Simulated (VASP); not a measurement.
A run of VASP 6.6.1:

Contents of POSCAR:

```
LiCl
1.0
    0.0000000000      2.5700000000      2.5700000000
    2.5700000000      0.0000000000      2.5700000000
    2.5700000000      2.5700000000      0.0000000000
Li Cl
1 1
Direct
    0.0000000000      0.0000000000      0.0000000000
    0.5000000000      0.5000000000      0.5000000000
```

Contents of INCAR.step1:

```
  PREC = Accurate
  ENCUT = 500
  EDIFF = 1E-8
  ISMEAR = 0
  SIGMA = 0.01
  LREAL = False
  LASPH = True
  NELM = 80
  ALGO = Normal
  LWAVE = True
  LCHARG = False
  GGA = PE
```

File INCAR.step2:

```
  PREC = Accurate
  ENCUT = 500
  EDIFF = 1E-8
  ISMEAR = 0
  SIGMA = 0.01
  LREAL = False
  LASPH = True
  NELM = 1
  ALGO = Exact
  LWAVE = True
  LCHARG = False
  GGA = PE
  NBANDS = 170
  LOPTICS = True
  ISTART = 1
```

The input INCAR.step3:

```
  PREC = Accurate
  ENCUT = 500
  EDIFF = 1E-8
  ISMEAR = 0
  SIGMA = 0.01
  LREAL = False
  LASPH = True
  ALGO = EVGW0
  LWAVE = False
  LCHARG = False
  GGA = PE
  NELMGW = 1
  NBANDS = 170
  ENCUTGW = 113.3
  NOMEGA = 48
  PRECFOCK = Fast
  ISTART = 1
  NBANDSGW = 12
```

KPOINTS

```
Automatic mesh
0
Gamma
  8 8 8
```

Potentials or basis: VASP PAW PBE potentials, release 64 (Li_GW, Cl_GW).

Command:

```bash
$ cat potpaw_PBE.64/Li_GW/POTCAR potpaw_PBE.64/Cl_GW/POTCAR > POTCAR
$ cp INCAR.step1 INCAR
$ mpirun -np 1 vasp_std > vasp.out
$ cp INCAR.step2 INCAR
$ mpirun -np 1 vasp_std > vasp.out
$ cp INCAR.step3 INCAR
$ mpirun -np 1 vasp_std > vasp.out
```

Hardware: 1 thread of AMD EPYC 9R14 (Zen 4) (shared host).

Task: How long does it take, and how much memory?

Result: It took 41 min on 1 thread of AMD EPYC 9R14 (Zen 4), on a shared host, peak memory 1.9 GiB. Counts: k points 29.
